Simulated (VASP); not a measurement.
# Si4C (I4_1/a) in VASP: further runs

Si4C is run at these levels: PBE; tasks: single point.

Everything below comes from runs of VASP 6.6.1. Logs are shortened: lines on timing, memory, paths and dates and some standing lists are left out, and cuts for length are marked.

### Step 1. The cell of the first run

The structure is tetragonal, space group I4_1/a (No. 88). The conventional cell has a = 7.960 Å, b = 7.960 Å, c = 5.035 Å, α = 90.00°, β = 90.00°, γ = 90.00°. Within 2.6 Å of Si (site symmetry 1) lie 1 C at 1.93 Å and 3 Si at 2.34 to 2.42 Å. Within 2.6 Å of C (site symmetry -4) lie 4 Si at 1.93 Å.

### Step 2. Single point, PBE

The input, INCAR:

```
PREC     = Accurate       # precision mode
ENCUT    = 520            # plane-wave cutoff, eV
EDIFF    = 1E-6           # SCF threshold, eV
ISMEAR   = 0              # smearing method
SIGMA    = 0.2            # smearing width, eV
LREAL    = False          # projectors in reciprocal space
LASPH    = True           # aspherical terms in the spheres
NELM     = 80             # most SCF steps
ALGO     = Normal         # electronic algorithm
ISIF     = 2              # what is computed and relaxed
LWAVE    = False          # write WAVECAR
LCHARG   = False          # write CHGCAR
GGA      = PE             # functional
NBANDS   = 31             # bands
```

The input, KPOINTS:

```
regular mesh
0
Gamma
  4 4 4
```

The input, POSCAR:

```
Si4C
1.0
   -3.9800032209      3.9800032209      2.5176655094
    3.9800032209     -3.9800032209      2.5176655094
    3.9800032209      3.9800032209     -2.5176655094
Si C
8 2
Direct
    0.4508624169      0.8565352815      0.2288801949
    0.1434647185      0.3723449134      0.5943271354
    0.1223449134      0.0280177780      0.7288801949
    0.6276550866      0.2219822220      0.7711198051
    0.6065352815      0.8776550866      0.9056728646
    0.7780177780      0.5491375831      0.4056728646
    0.2991375831      0.3934647185      0.2711198051
    0.9719822220      0.7008624169      0.0943271354
    0.7500000000      0.2500000000      0.5000000000
    0.0000000000      0.0000000000      0.0000000000
```

Potentials or basis: VASP PAW PBE potentials, release 64 (Si, C).

On the command line:

```console
cat potpaw_PBE.64/Si/POTCAR potpaw_PBE.64/C/POTCAR > POTCAR
mpirun -np 1 vasp_std > vasp.out
```

OUTCAR:

```text
PREC = Accurate
   ENCUT = 520
   EDIFF = 1E-6
   ISMEAR = 0
   LREAL = False
   LASPH = True
   NELM = 80
   ISIF = 2
   GGA = PE

 ion  position               nearest neighbor table
   1  0.451  0.857  0.229-   9 1.93   8 2.34   5 2.34   7 2.42   6 3.12   2 3.12
   2  0.143  0.372  0.594-   9 1.93   3 2.34   7 2.34   5 2.42   4 3.12   1 3.12
   3  0.122  0.028  0.729-  10 1.93   6 2.34   2 2.34   4 2.42   8 3.12   5 3.12
   4  0.628  0.222  0.771-   9 1.93   8 2.34   5 2.34   3 2.42   6 3.12   2 3.12
   5  0.607  0.878  0.906-  10 1.93   4 2.34   1 2.34   2 2.42   7 3.12   3 3.12
   6  0.778  0.549  0.406-   9 1.93   7 2.34   3 2.34   8 2.42   1 3.12   4 3.12
   7  0.299  0.393  0.271-  10 1.93   6 2.34   2 2.34   1 2.42   8 3.12   5 3.12
   8  0.972  0.701  0.094-  10 1.93   1 2.34   4 2.34   6 2.42   7 3.12   3 3.12
   9  0.750  0.250  0.500-   2 1.93   6 1.93   4 1.93   1 1.93
  10  0.000  0.000  0.000-   5 1.93   8 1.93   7 1.93   3 1.93

  LATTYP: Found a body centered tetragonal cell.
 ALAT       =     7.9600064418
 C/A-ratio  =     0.6325787618

  Lattice vectors:

 A1 = (  -3.9800032209,   3.9800032209,   2.5176655094)
 A2 = (   3.9800032209,  -3.9800032209,   2.5176655094)
 A3 = (   3.9800032209,   3.9800032209,  -2.5176655094)

Analysis of symmetry for initial positions (statically):
=====================================================================
 Subroutine PRICEL returns:
 Original cell was already a primitive cell.

 Routine SETGRP: Setting up the symmetry group for a
 body centered tetragonal supercell.

 Subroutine GETGRP returns: Found  8 space group operations
 (whereof  4 operations were pure point group operations)
 out of a pool of 16 trial point group operations.

The static configuration has the point symmetry S_4 .
 The point group associated with its full space group is C_4h.

Analysis of symmetry for dynamics (positions and initial velocities):
=====================================================================
 Subroutine PRICEL returns:
 Original cell was already a primitive cell.

 Routine SETGRP: Setting up the symmetry group for a
 body centered tetragonal supercell.

 Subroutine GETGRP returns: Found  8 space group operations
 (whereof  4 operations were pure point group operations)
 out of a pool of 16 trial point group operations.

The dynamic configuration has the point symmetry S_4 .
 The point group associated with its full space group is C_4h.

 Subroutine INISYM returns: Found  8 space group operations
 (whereof  4 operations are pure point group operations),
 and found     1 'primitive' translations

----------------------------------------------------------------------------------------

                                     Primitive cell

  volume of cell :     159.5236

  direct lattice vectors                    reciprocal lattice vectors
    -3.980003221  3.980003221  2.517665509     0.000000000  0.125628039  0.198596675
     3.980003221 -3.980003221  2.517665509     0.125628039  0.000000000  0.198596675
     3.980003221  3.980003221 -2.517665509     0.125628039  0.125628039  0.000000000

  length of vectors
     6.165994721  6.165994721  6.165994721     0.234995838  0.234995838  0.177664877

  position of ions in fractional coordinates (direct lattice)
     0.450862417  0.856535282  0.228880195
     0.143464718  0.372344913  0.594327135
     0.122344913  0.028017778  0.728880195
     0.627655087  0.221982222  0.771119805
     0.606535282  0.877655087  0.905672865
     0.778017778  0.549137583  0.405672865
     0.299137583  0.393464718  0.271119805
     0.971982222  0.700862417  0.094327135
     0.750000000  0.250000000  0.500000000
     0.000000000  0.000000000  0.000000000

  ion indices of the primitive-cell ions
   primitive index   ion index
                 1           1
                 2           2
                 3           3
                 4           4
                 5           5
                 6           6
                 7           7
                 8           8
                 9           9
                10          10

----------------------------------------------------------------------------------------

 KPOINTS: regular mesh

Automatic generation of k-mesh.
 Grid dimensions read from file:
 generate k-points for:    4    4    4

 Generating k-lattice:

  Cartesian coordinates                     Fractional coordinates (reciprocal lattice)
     0.000000000  0.031407010  0.049649169     0.250000000  0.000000000  0.000000000
     0.031407010  0.000000000  0.049649169     0.000000000  0.250000000  0.000000000
     0.031407010  0.031407010  0.000000000     0.000000000  0.000000000  0.250000000

  Length of vectors
     0.058748959  0.058748959  0.044416219

  Shift w.r.t. Gamma in fractional coordinates (k-lattice)
     0.000000000  0.000000000  0.000000000

 Subroutine IBZKPT returns following result:
 ===========================================

 Found     14 irreducible k-points:

 Following reciprocal coordinates:
            Coordinates               Weight
  0.000000  0.000000  0.000000      1.000000
  0.250000 -0.000000  0.000000      8.000000
  0.500000 -0.000000  0.000000      4.000000
  0.250000  0.250000  0.000000      8.000000
  0.500000  0.250000  0.000000      8.000000
 -0.250000  0.500000  0.000000      8.000000
 -0.250000  0.250000  0.000000      4.000000
  0.500000  0.500000  0.000000      2.000000
  0.250000  0.250000  0.250000      2.000000
 -0.250000  0.250000  0.250000      4.000000
  0.500000  0.500000  0.250000      4.000000
 -0.250000  0.500000  0.250000      8.000000
 -0.250000 -0.250000  0.250000      2.000000
  0.500000  0.500000  0.500000      1.000000
   k-points           NKPTS =     14   k-points in BZ     NKDIM =     14   number of bands    NBANDS=     31
   number of dos      NEDOS =    301   number of ions     NIONS =     10
   total plane-waves  NPLWV = 110592
   dimension x,y,z NGX =    48 NGY =   48 NGZ =   48
   dimension x,y,z NGXF=    96 NGYF=   96 NGZF=   96
   ions per type =               8   2
   NGX,Y,Z   is equivalent  to a cutoff of  12.94, 12.94, 12.94 a.u.
   NGXF,Y,Z  is equivalent  to a cutoff of  25.88, 25.88, 25.88 a.u.
 SYSTEM =  unknown system
   PREC   = accura    normal or accurate (medium, high low for compatibility)
   ISTART =      0    job   : 0-new  1-cont  2-samecut
   ICHARG =      2    charge: 1-file 2-atom 10-const
   ISPIN  =      1    spin polarized calculation?
   LNONCOLLINEAR =      F non collinear calculations
   LSORBIT =      F    spin-orbit coupling
   LASPH  =      T    aspherical Exc in radial PAW
   ENCUT  =  520.0 eV  38.22 Ry    6.18 a.u.  11.46 11.46 11.46*2*pi/ulx,y,z
   NELM   =     80;   NELMIN=  2; NELMDL= -5     # of ELM steps
   EDIFF  = 0.1E-05   stopping-criterion for ELM
   LREAL  =      F    real-space projection
   EDIFFG = 0.1E-04   stopping-criterion for IOM
   NSW    =      0    number of steps for IOM
   IBRION =     -1    ionic relax: 0-MD 1-quasi-New 2-CG
   NFREE  =      0    steps in history (QN), initial steepest desc. (CG)
   ISIF   =      2    stress and relaxation
   ISYM   =      2    0-nonsym 1-usesym 2-fastsym
   POTIM  = 0.5000    time-step for ionic-motion
   TEBEG  =    0.0;   TEEND  =   0.0 temperature during run
   PSTRESS=    0.0 pullay stress
   NELECT =      40.0000    total number of electrons
   NUPDOWN=      -1.0000    fix difference up-down
   EMIN   =  10.00;   EMAX   =-10.00  energy-range for DOS
   EFERMI =   0.00;   METHOD = LEGACY
   ISMEAR =     0;   SIGMA  =   0.20  broadening in eV -4-tet -1-fermi 0-gaus
   EFERMI_NEDOS =   21; number of points for ismear=-14 and -15
   IALGO  =     38    algorithm
   IMIX   =      4    mixing-type and parameters
     AMIX     =   0.40;   BMIX     =  1.00
     AMIX_MAG =   1.60;   BMIX_MAG =  1.00
  volume/ion in A,a.u.               =      15.95       107.65
  Fermi-wavevector in a.u.,A,eV,Ry     =   1.032333  1.950827 14.499888  1.065712
  Thomas-Fermi vector in A             =   2.166526
   LORBIT       =      0    0 simple, 1 ext, 2 COOP (PROOUT), +10 PAW based schemes
   GGA     = PE    functional components
   LHFCALC =     F    Hartree Fock is set to
   AEXX    =    0.0000 exact exchange contribution
   IVDW    =     0    specifies the selected vdW correction
   LEPSILON=     F    determine dielectric tensor
   LRPA    =     F    only Hartree local field effects (RPA)
 non-spin polarized calculation
 Gauss-broadening in eV      SIGMA  =   0.20
  energy-cutoff  :      520.00
  volume of cell :      159.52
 maximum number of plane-waves:      4325
 NGX is ok and might be reduce to    48
   NGX = 23   NGY = 23   NGZ = 23

 number of electron      40.0000001 magnetization

 Free energy of the ion-electron system (eV)
  ---------------------------------------------------
  ext. energy  EPLUGINS =         0.00000000
  ---------------------------------------------------
  free energy    TOTEN  =       -60.84780428 eV

  energy without entropy =      -60.84769979  energy(sigma->0) =      -60.84775204

 E-fermi :   7.1620     XC(G=0): -10.0583

 val. band max:        6.7828285154   @ k =   0.0000   0.0000   0.0000
 cond. band min:       7.6025636380   @ k =   0.5000   0.5000   0.0000
 fundamental gap:      0.8197351227
 Fermi energy:         7.1620144790

 k-point     1 :       0.0000    0.0000    0.0000
  band No.  band energies     occupation
      1      -7.1403      2.00000
      2      -5.6344      2.00000
      3      -2.1771      2.00000
      4      -2.1771      2.00000
      5      -1.8009      2.00000
      6      -1.7556      2.00000
[... 23 lines left out ...]
     30      11.5948      0.00000
     31      11.6000      0.00000

 k-point     2 :       0.2500   -0.0000    0.0000
  band No.  band energies     occupation
      1      -6.8406      2.00000
      2      -5.7526      2.00000
      3      -2.8778      2.00000
      4      -2.4618      2.00000
      5      -2.0436      2.00000
      6      -0.7885      2.00000
[... 23 lines left out ...]
     30      12.0011      0.00000
     31      12.2037      0.00000

 k-point     3 :       0.5000   -0.0000    0.0000
  band No.  band energies     occupation
      1      -6.3635      2.00000
      2      -5.9507      2.00000
      3      -3.5831      2.00000
      4      -2.5865      2.00000
      5      -2.3737      2.00000
      6      -1.0665      2.00000
[... 23 lines left out ...]
     30      11.6368      0.00000
     31      11.9821      0.00000

 k-point     4 :       0.2500    0.2500    0.0000
  band No.  band energies     occupation
      1      -6.3696      2.00000
      2      -5.9408      2.00000
      3      -3.5430      2.00000
      4      -2.8351      2.00000
      5      -2.2106      2.00000
      6      -0.8903      2.00000
[... 295 lines left out ...]
     30      11.4009      0.00000
     31      11.7890      0.00000

 k-point    13 :      -0.2500   -0.2500    0.2500
  band No.  band energies     occupation
      1      -6.4571      2.00000
      2      -5.8309      2.00000
      3      -3.3640      2.00000
      4      -2.6863      2.00000
      5      -2.6863      2.00000
      6      -0.5210      2.00000
[... 23 lines left out ...]
     30      11.8299      0.00000
     31      12.3604      0.00000

 k-point    14 :       0.5000    0.5000    0.5000
  band No.  band energies     occupation
      1      -6.2278      2.00000
      2      -6.2278      2.00000
      3      -3.7327      2.00000
      4      -3.7327      2.00000
      5      -1.2891      2.00000
      6      -1.2891      2.00000
[... 23 lines left out ...]
     30      10.5954      0.00000
     31      12.3179      0.00000

------------------------ aborting loop because EDIFF is reached ----------------------------------------

  FORCE on cell =-STRESS in cart. coord.  units (eV):
  Direction    XX          YY          ZZ          XY          YZ          ZX
  --------------------------------------------------------------------------------------
  -------------------------------------------------------------------------------------
  Total       -0.4896744     -0.4896744      0.1130264     -0.0000000      0.0000000      0.0000000
  in kB       -4.9180525     -4.9180525      1.1351826     -0.0000001      0.0000000      0.0000000
  external PRESSURE =      -2.9003075 kB  Pullay stress =       0.0000000 kB

 VOLUME and BASIS-vectors are now :
 -----------------------------------------------------------------------------
  energy-cutoff  :      520.00
  volume of cell :      159.52
      direct lattice vectors                 reciprocal lattice vectors
    -3.980003221  3.980003221  2.517665509     0.000000000  0.125628039  0.198596675
     3.980003221 -3.980003221  2.517665509     0.125628039  0.000000000  0.198596675
     3.980003221  3.980003221 -2.517665509     0.125628039  0.125628039  0.000000000

 POSITION                                       TOTAL-FORCE (eV/Angst)
 -----------------------------------------------------------------------------------
      2.52552     -0.70364      2.71535        -0.047121     -0.038428      0.014735
      3.27637      1.45448     -0.19768        -0.038428      0.047121     -0.014735
      2.52552      3.27637     -1.45651        -0.047121     -0.038428     -0.014735
      1.45448      4.68364      0.19768         0.047121      0.038428      0.014735
      4.68364      2.52552      1.45651         0.038428     -0.047121      0.014735
      0.70364      2.52552      2.31998         0.038428     -0.047121     -0.014735
      1.45448      0.70364      1.06115         0.047121      0.038428     -0.014735
     -0.70364      1.45448      3.97418        -0.038428      0.047121      0.014735
      0.00000      3.98000      1.25883        -0.000000      0.000000     -0.000000
      0.00000      0.00000      0.00000        -0.000000      0.000000     -0.000000
 -----------------------------------------------------------------------------------
    total drift:                                0.000000      0.000000      0.000000

  FREE ENERGIE OF THE ION-ELECTRON SYSTEM (eV)
  ---------------------------------------------------
  free  energy   TOTEN  =       -60.8478042816 eV

  energy  without entropy=      -60.8476997928  energy(sigma->0) =      -60.84775204
```

It took 66 s on 1 thread of AMD EPYC 7R13 (Zen 3), shared host; peak memory 0.29 GiB.

Results:

* Free energy: -60.8478 eV
* Pressure: -0.3 GPa
* Largest force: 0.063 eV/Å
* Band gap on the k mesh: 0.82 eV, indirect (least direct gap 1.66 eV)

Forces on the atoms (eV/Å):
```
Si  -0.047 -0.038  0.015
Si  -0.038  0.047 -0.015
Si  -0.047 -0.038 -0.015
Si   0.047  0.038  0.015
Si   0.038 -0.047  0.015
Si   0.038 -0.047 -0.015
Si   0.047  0.038 -0.015
Si  -0.038  0.047  0.015
C    0.000  0.000  0.000
C    0.000  0.000  0.000
```

A k mesh can miss the band edges. A hybrid or GW would open this gap; PBE tends to underestimate it.

(Continued in part 2 of 2.)
